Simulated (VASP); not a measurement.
Write the native input for VASP 6.6.1 that does the following.

```yaml
Task: single point
Functional: PBE
Potentials_or_basis: VASP PAW PBE potentials, release 64 (Bi_d, Se)
Cutoff: 500 eV
k_mesh: 9 × 9 × 9
Occupations: gaussian, width 0.03 eV
Spin: no spin polarisation
Dipole_correction: no
Further_INCAR_settings: ALGO = Normal; EDIFF = 1e-06; NBANDS = 32
```

The structure of Bi2Se3 lies in POSCAR:

```
Bi2Se3
1.0
    2.0714992968      1.1959806766      9.5453300000
   -2.0714992968      1.1959806766      9.5453300000
    0.0000000000     -2.3919613533      9.5453300000
Bi Se
2 3
Direct
    0.4008000000      0.4008000000      0.4008000000
    0.5992000000      0.5992000000      0.5992000000
    0.0000000000      0.0000000000      0.0000000000
    0.2117000000      0.2117000000      0.2117000000
    0.7883000000      0.7883000000      0.7883000000
```

These files were run (other wordings do the same):

INCAR

```
ALGO = Normal
EDIFF = 1E-6
ENCUT = 500
GGA = PE
GGA_COMPAT = F
ISIF = 2
ISMEAR = 0
LASPH = T
LCHARG = F
LREAL = F
LWAVE = F
NBANDS = 32
NELM = 120
PREC = Accurate
SIGMA = 0.03
```

KPOINTS

```
k-points
0
Gamma
  9 9 9
```

Potentials or basis: VASP PAW PBE potentials, release 64 (Bi_d, Se).

Run with:

```bash
$ cat potpaw_PBE.64/Bi_d/POTCAR potpaw_PBE.64/Se/POTCAR > POTCAR
$ mpirun -np 1 vasp_std > vasp.out
```

It gave:

```json
{
 "Pressure": "2.6 GPa",
 "Largest force": "0.167 eV/Å",
 "Band gap on the k mesh": "0.21 eV"
}
```

Caveat: spin-orbit coupling is left out, which moves the levels of the heavy elements; an odd mesh through Γ misses points on the zone boundary, where band edges can lie.

Wall time 46 min on 1 thread of AMD EPYC 7R43 64-Core Processor (Zen 3), on a shared host, peak memory 0.83 GiB.
